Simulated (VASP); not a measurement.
# Mg in VASP: single point with r2SCAN

Aim: the single point of Mg with r2SCAN.

All numbers are computed with VASP 6.6.1; they aren't measurements. Logs are shortened: lines on timing, memory, paths and dates and some standing lists are left out, and cuts for length are marked.

### Step 1. The cell of the first run

The cell holds a sublattice, 3 atoms: a = 3.171 Å, b = 4.836 Å, c = 5.171 Å, α = 90.00°, β = 90.00°, γ = 90.00°.

### Step 2. Single point, r2SCAN

POSCAR

```
Mg
1.0
    3.1706195500      0.0000000000      0.0000000000
    0.0000000000      4.8355762500      0.0000000000
    0.0000000000      0.0000000000      5.1711574100
Mg
3
Direct
    0.0000000000      0.0000000000      0.6743506400
    0.0000000000      0.5000000000      0.3201014700
    0.5000000000      0.5000000000      0.8354116700
```

INCAR.step1

```
SYSTEM = Mg
PREC = Accurate ; ENCUT = 580
ISMEAR = 0 ; SIGMA = 0.1
LREAL = .False. ; LASPH = .True.
NELM = 120 ; NBANDS = 10
GGA = PE ; ALGO = Normal
EDIFF = 1E-5 ; LWAVE = .True.
LCHARG = .False. ; GGA_COMPAT = .False.
```

INCAR.step2

```
SYSTEM = Mg
PREC = Accurate ; ENCUT = 580
EDIFF = 1E-6 ; ISMEAR = 0
SIGMA = 0.1 ; LREAL = .False.
LASPH = .True. ; NELM = 120
ALGO = Normal ; ISIF = 2
LWAVE = .False. ; LCHARG = .False.
METAGGA = R2SCAN ; LMIXTAU = .True.
NBANDS = 10 ; ISTART = 1
GGA_COMPAT = .False.
```

KPOINTS

```
Automatic mesh
0
Gamma
  10 8 8
  0 0 0
```

Potentials or basis: VASP PAW PBE potentials, release 64 (Mg).

Started as:

```sh
$ cat potpaw_PBE.64/Mg/POTCAR > POTCAR
$ cp INCAR.step1 INCAR
$ mpirun -np 1 vasp_std > vasp.out
$ cp INCAR.step2 INCAR
$ mpirun -np 1 vasp_std > vasp.out
```

OUTCAR:

```text
SYSTEM = Mg
   PREC = Accurate
   ENCUT = 580
   EDIFF = 1E-6
   ISMEAR = 0
   LREAL = .False.
   LASPH = .True.
   NELM = 120
   ISIF = 2
   METAGGA = R2SCAN
   ISTART = 1

 ion  position               nearest neighbor table
   1  0.000  0.000  0.674-   3 3.01   3 3.01   3 3.01   3 3.01   2 3.03   2 3.03
   2  0.000  0.500  0.320-   3 2.97   3 2.97   1 3.03   1 3.03   3 3.10   3 3.10
   3  0.500  0.500  0.835-   2 2.97   2 2.97   1 3.01   1 3.01   1 3.01   1 3.01   2 3.10   2 3.10

  LATTYP: Found a simple orthorhombic cell.
 ALAT       =     3.1706195500
 B/A-ratio  =     1.5251203034
 C/A-ratio  =     1.6309611823

  Lattice vectors:

 A1 = (   3.1706195500,   0.0000000000,   0.0000000000)
 A2 = (   0.0000000000,   4.8355762500,   0.0000000000)
 A3 = (   0.0000000000,   0.0000000000,   5.1711574100)

Analysis of symmetry for initial positions (statically):
=====================================================================
 Subroutine PRICEL returns:
 Original cell was already a primitive cell.

 Routine SETGRP: Setting up the symmetry group for a
 simple orthorhombic supercell.

 Subroutine GETGRP returns: Found  4 space group operations
 (whereof  4 operations were pure point group operations)
 out of a pool of  8 trial point group operations.

The static configuration has the point symmetry C_2v.

Analysis of symmetry for dynamics (positions and initial velocities):
=====================================================================
 Subroutine PRICEL returns:
 Original cell was already a primitive cell.

 Routine SETGRP: Setting up the symmetry group for a
 simple orthorhombic supercell.

 Subroutine GETGRP returns: Found  4 space group operations
 (whereof  4 operations were pure point group operations)
 out of a pool of  8 trial point group operations.

The dynamic configuration has the point symmetry C_2v.

 Subroutine INISYM returns: Found  4 space group operations
 (whereof  4 operations are pure point group operations),
 and found     1 'primitive' translations

----------------------------------------------------------------------------------------

                                     Primitive cell

  volume of cell :      79.2830

  direct lattice vectors                    reciprocal lattice vectors
     3.170619550  0.000000000  0.000000000     0.315395772  0.000000000  0.000000000
     0.000000000  4.835576250  0.000000000     0.000000000  0.206800586  0.000000000
     0.000000000  0.000000000  5.171157410     0.000000000  0.000000000  0.193380306

  length of vectors
     3.170619550  4.835576250  5.171157410     0.315395772  0.206800586  0.193380306

  position of ions in fractional coordinates (direct lattice)
     0.000000000  0.000000000  0.674350640
     0.000000000  0.500000000  0.320101470
     0.500000000  0.500000000  0.835411670

  ion indices of the primitive-cell ions
   primitive index   ion index
                 1           1
                 2           2
                 3           3

----------------------------------------------------------------------------------------

 KPOINTS: Automatic mesh

Automatic generation of k-mesh.
 Grid dimensions read from file:
 generate k-points for:   10    8    8

 Generating k-lattice:

  Cartesian coordinates                     Fractional coordinates (reciprocal lattice)
     0.031539577  0.000000000  0.000000000     0.100000000  0.000000000  0.000000000
     0.000000000  0.025850073  0.000000000     0.000000000  0.125000000  0.000000000
     0.000000000  0.000000000  0.024172538     0.000000000  0.000000000  0.125000000

  Length of vectors
     0.031539577  0.025850073  0.024172538

  Shift w.r.t. Gamma in fractional coordinates (k-lattice)
     0.000000000  0.000000000  0.000000000

 Subroutine IBZKPT returns following result:
 ===========================================

 Found    150 irreducible k-points:

 Following reciprocal coordinates:
            Coordinates               Weight
  0.000000  0.000000  0.000000      1.000000
  0.100000  0.000000  0.000000      2.000000
  0.200000  0.000000  0.000000      2.000000
  0.300000  0.000000  0.000000      2.000000
  0.400000  0.000000  0.000000      2.000000
  0.500000  0.000000  0.000000      1.000000
[... 16 lines left out ...]
  0.400000  0.375000  0.000000      4.000000
  0.500000  0.375000  0.000000      2.000000
 [... further k-points ...]
   k-points           NKPTS =    150   k-points in BZ     NKDIM =    150   number of bands    NBANDS=     10
   number of dos      NEDOS =    301   number of ions     NIONS =      3
   total plane-waves  NPLWV =  47040
   dimension x,y,z NGX =    28 NGY =   40 NGZ =   42
   dimension x,y,z NGXF=    56 NGYF=   80 NGZF=   84
   ions per type =               3
   NGX,Y,Z   is equivalent  to a cutoff of  14.68, 13.75, 13.50 a.u.
   NGXF,Y,Z  is equivalent  to a cutoff of  29.36, 27.50, 27.00 a.u.
 SYSTEM =  Mg
   PREC   = accura    normal or accurate (medium, high low for compatibility)
   ISTART =      1    job   : 0-new  1-cont  2-samecut
   ICHARG =      0    charge: 1-file 2-atom 10-const
   ISPIN  =      1    spin polarized calculation?
   LNONCOLLINEAR =      F non collinear calculations
   LSORBIT =      F    spin-orbit coupling
   LASPH  =      T    aspherical Exc in radial PAW
   ENCUT  =  580.0 eV  42.63 Ry    6.53 a.u.   6.23  9.50 10.15*2*pi/ulx,y,z
   NELM   =    120;   NELMIN=  2; NELMDL=  0     # of ELM steps
   EDIFF  = 0.1E-05   stopping-criterion for ELM
   LREAL  =      F    real-space projection
   EDIFFG = 0.1E-04   stopping-criterion for IOM
   NSW    =      0    number of steps for IOM
   IBRION =     -1    ionic relax: 0-MD 1-quasi-New 2-CG
   NFREE  =      0    steps in history (QN), initial steepest desc. (CG)
   ISIF   =      2    stress and relaxation
   ISYM   =      2    0-nonsym 1-usesym 2-fastsym
   POTIM  = 0.5000    time-step for ionic-motion
   TEBEG  =    0.0;   TEEND  =   0.0 temperature during run
   PSTRESS=    0.0 pullay stress
   NELECT =       6.0000    total number of electrons
   NUPDOWN=      -1.0000    fix difference up-down
   EMIN   =  10.00;   EMAX   =-10.00  energy-range for DOS
   EFERMI =   0.00;   METHOD = LEGACY
   ISMEAR =     0;   SIGMA  =   0.10  broadening in eV -4-tet -1-fermi 0-gaus
   EFERMI_NEDOS =   21; number of points for ismear=-14 and -15
   IALGO  =     38    algorithm
   IMIX   =      4    mixing-type and parameters
     AMIX     =   0.40;   BMIX     =  1.00
     AMIX_MAG =   1.60;   BMIX_MAG =  1.00
  volume/ion in A,a.u.               =      26.43       178.34
  Fermi-wavevector in a.u.,A,eV,Ry     =   0.692466  1.308571  6.524121  0.479509
  Thomas-Fermi vector in A             =   1.774407
   LORBIT       =      0    0 simple, 1 ext, 2 COOP (PROOUT), +10 PAW based schemes
   METAGGA = R2SCAN    functional components
   LHFCALC =     F    Hartree Fock is set to
   AEXX    =    0.0000 exact exchange contribution
   IVDW    =     0    specifies the selected vdW correction
   LEPSILON=     F    determine dielectric tensor
   LRPA    =     F    only Hartree local field effects (RPA)
 non-spin polarized calculation
 Gauss-broadening in eV      SIGMA  =   0.10
  energy-cutoff  :      580.00
  volume of cell :       79.28
 maximum number of plane-waves:      2552
 NGX is ok and might be reduce to    28
   NGX = 13   NGY = 19   NGZ = 21

 number of electron       6.0000000 magnetization

 Free energy of the ion-electron system (eV)
  ---------------------------------------------------
  ext. energy  EPLUGINS =         0.00000000
  ---------------------------------------------------
  free energy    TOTEN  =       -11.58827896 eV

  energy without entropy =      -11.58163791  energy(sigma->0) =      -11.58495844

 E-fermi :   1.7670     XC(G=0):  -8.3747

 val. band max:        1.7626201905   @ k =   0.5000   0.2500   0.3750
 cond. band min:       1.7750232019   @ k =   0.2000   0.3750   0.0000
 fundamental gap:      0.0124030114
 Fermi energy:         1.7669659914

 k-point     1 :       0.0000    0.0000    0.0000
  band No.  band energies     occupation
      1      -5.0613      2.00000
      2       0.5212      2.00000
      3       1.1262      2.00000
      4       1.1426      2.00000
      5       2.6972      0.00000
      6       6.8356      0.00000
      7       7.2759      0.00000
      8       7.7508      0.00000
      9       8.4588      0.00000
     10       9.8702      0.00000

 k-point     2 :       0.1000    0.0000    0.0000
  band No.  band energies     occupation
      1      -4.9020      2.00000
      2       0.6684      2.00000
      3       1.2715      2.00000
      4       1.2929      2.00000
      5       2.8354      0.00000
      6       6.7778      0.00000
      7       6.9818      0.00000
      8       7.4249      0.00000
      9       8.3097      0.00000
     10       9.9897      0.00000

 k-point     3 :       0.2000    0.0000    0.0000
  band No.  band energies     occupation
      1      -4.4256      2.00000
      2       1.1083      2.00000
      3       1.7072      1.60199
      4       1.7355      1.34387
      5       3.1868      0.00000
      6       4.7615      0.00000
      7       7.4141      0.00000
      8       7.8730      0.00000
      9       8.5975      0.00000
     10      10.0656      0.00000

 k-point     4 :       0.3000    0.0000    0.0000
  band No.  band energies     occupation
      1      -3.6378      2.00000
      2       1.8211      0.44357
      3       2.2252      0.00000
      4       2.4331      0.00000
      5       2.6184      0.00000
      6       4.1620      0.00000
      7       7.8033      0.00000
      8       8.0001      0.00000
      9       8.4929      0.00000
     10       8.6303      0.00000
[... 222 lines left out ...]
 k-point    22 :       0.3000    0.3750    0.0000
  band No.  band energies     occupation
      1      -2.8152      2.00000
      2      -0.8054      2.00000
      3       2.4898      0.00000
      4       2.7960      0.00000
      5       3.7230      0.00000
      6       5.0414      0.00000
      7       5.4778      0.00000
      8       6.2805      0.00000
      9       8.3712      0.00000
     10       8.4747      0.00000

 k-point    23 :       0.4000    0.3750    0.0000
  band No.  band energies     occupation
      1      -1.7418      2.00000
      2       0.2356      2.00000
      3       1.2821      2.00000
      4       3.1017      0.00000
      5       3.5168      0.00000
      6       4.9008      0.00000
      7       6.0472      0.00000
      8       6.5736      0.00000
      9       7.1651      0.00000
     10       7.5890      0.00000

 k-point    24 :       0.5000    0.3750    0.0000
  band No.  band energies     occupation
      1      -0.5616      2.00000
      2      -0.1877      2.00000
      3       1.5052      1.99979
      4       1.7251      1.44601
      5       4.6059      0.00000
      6       4.9853      0.00000
      7       5.9825      0.00000
      8       6.2414      0.00000
      9       7.1814      0.00000
     10       7.8189      0.00000

 [... further k-points ...]
[... 5 lines left out ...]
  --------------------------------------------------------------------------------------
  -------------------------------------------------------------------------------------
  Total       -0.1371908      1.4739519      0.5134918      0.0000000      0.0000000      0.0000000
  in kB       -2.7723964     29.7861085     10.3768130      0.0000000      0.0000000      0.0000000
  external PRESSURE =      12.4635084 kB  Pullay stress =       0.0000000 kB

 VOLUME and BASIS-vectors are now :
 -----------------------------------------------------------------------------
  energy-cutoff  :      580.00
  volume of cell :       79.28
      direct lattice vectors                 reciprocal lattice vectors
     3.170619550  0.000000000  0.000000000     0.315395772  0.000000000  0.000000000
     0.000000000  4.835576250  0.000000000     0.000000000  0.206800586  0.000000000
     0.000000000  0.000000000  5.171157410     0.000000000  0.000000000  0.193380306

 POSITION                                       TOTAL-FORCE (eV/Angst)
 -----------------------------------------------------------------------------------
      0.00000      0.00000      3.48717         0.000000      0.000000      0.181706
      0.00000      2.41779      1.65530         0.000000      0.000000     -0.009412
      1.58531      2.41779      4.32005         0.000000      0.000000     -0.172295
 -----------------------------------------------------------------------------------
    total drift:                               -0.000000      0.000000      0.000184

  FREE ENERGIE OF THE ION-ELECTRON SYSTEM (eV)
  ---------------------------------------------------
  free  energy   TOTEN  =       -11.5882789588 eV

  energy  without entropy=      -11.5816379112  energy(sigma->0) =      -11.58495844
```

Wall time 8 min (1 thread of Intel Xeon 8259CL, shared host); peak memory 0.3 GiB.

Results:

```
Free energy            : -11.5883 eV
Pressure               : 1.2 GPa
Largest force          : 0.182 eV/Å
Band gap on the k mesh : zero (bands 3 and 4 overlap by 3.73 eV)
```

Forces in eV/Å, atoms in the order of the input:
```
Mg   0.000  0.000  0.182
Mg   0.000  0.000 -0.009
Mg   0.000  0.000 -0.172
```

Stress tensor (GPa, compression positive):
```
-0.28  0.00  0.00
 0.00  2.98  0.00
 0.00  0.00  1.04
```

Caveat: the PAW data sets were made with another functional, which shifts forces and pressure a little.
